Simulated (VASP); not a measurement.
Wanted: the native input for a VASP 6.6.1 run.

```
Task                   : single point
Functional             : r2SCAN
Potentials or basis    : VASP PAW PBE potentials, release 64 (In_d, O)
Cutoff                 : 520 eV
k mesh                 : 12 × 12 × 2
Occupations            : gaussian, width 0.05 eV
Spin                   : no spin polarisation
Dipole correction      : no
Further INCAR settings : ALGO = Normal; EDIFF = 1e-06; NBANDS = 27
```

The system is InO, a slab with vacuum.

```
CELL_PARAMETERS angstrom
3.17732 0.00000 0.00000
-1.58866 2.75164 0.00000
0.00000 0.00000 14.60693
ATOMIC_POSITIONS crystal
In 0.66667 0.33333 0.59002
In 0.66667 0.33333 0.40998
O 0.00000 0.00000 0.63987
O 0.00000 0.00000 0.36013
```

This cell differs from its parent crystal: strain -0.080 along x and y, -0.080 along z.

These files were run (other wordings do the same):

POSCAR

```
InO
1.0
    3.1773246972      0.0000000000      0.0000000000
   -1.5886623486      2.7516439038      0.0000000000
    0.0000000000      0.0000000000     14.6069320000
In O
2 2
Direct
    0.6666666667      0.3333333333      0.5900210000
    0.6666666667      0.3333333333      0.4099790000
    0.0000000000      0.0000000000      0.6398670000
    0.0000000000      0.0000000000      0.3601330000
```

INCAR.step1

```
ALGO = Normal ; EDIFF = 1E-4
ENCUT = 520 ; GGA = PE
ISMEAR = 0 ; LASPH = T
LCHARG = F ; LREAL = F
LWAVE = T ; NBANDS = 27
NELM = 80 ; PREC = Accurate
SIGMA = 0.05
```

INCAR.step2

```
ALGO = Normal ; EDIFF = 1E-6
ENCUT = 520 ; ISIF = 2
ISMEAR = 0 ; ISTART = 1
LASPH = T ; LCHARG = T
LELF = T ; LMIXTAU = T
LREAL = F ; LVHAR = T
LWAVE = F ; METAGGA = R2SCAN
NBANDS = 27 ; NELM = 80
PREC = Accurate ; SIGMA = 0.05
```

KPOINTS

```
k-points
0
Gamma
  12 12 2
```

Potentials or basis: VASP PAW PBE potentials, release 64 (In_d, O).

The run is started by

```sh
$ cat potpaw_PBE.64/In_d/POTCAR potpaw_PBE.64/O/POTCAR > POTCAR
$ cp INCAR.step1 INCAR
$ mpirun -np 1 vasp_std > vasp.out
$ cp INCAR.step2 INCAR
$ mpirun -np 1 vasp_std > vasp.out
```

It gave:

```
Largest force          : 2.738 eV/Å
Band gap on the k mesh : 1.10 eV, indirect (least direct gap 2.48 eV)
```

Caveat: the cell differs from its parent crystal (strain -0.080 along x and y, -0.080 along z); the PAW data sets were made with another functional, which shifts forces and pressure a little; spin-orbit coupling is left out, which moves the levels of the heavy elements.

It took 8.5 min on 1 thread of Intel(R) Xeon(R) Platinum 8259CL CPU @ 2.50GHz (Skylake/Cascade Lake) (shared host), peak memory 0.31 GiB.
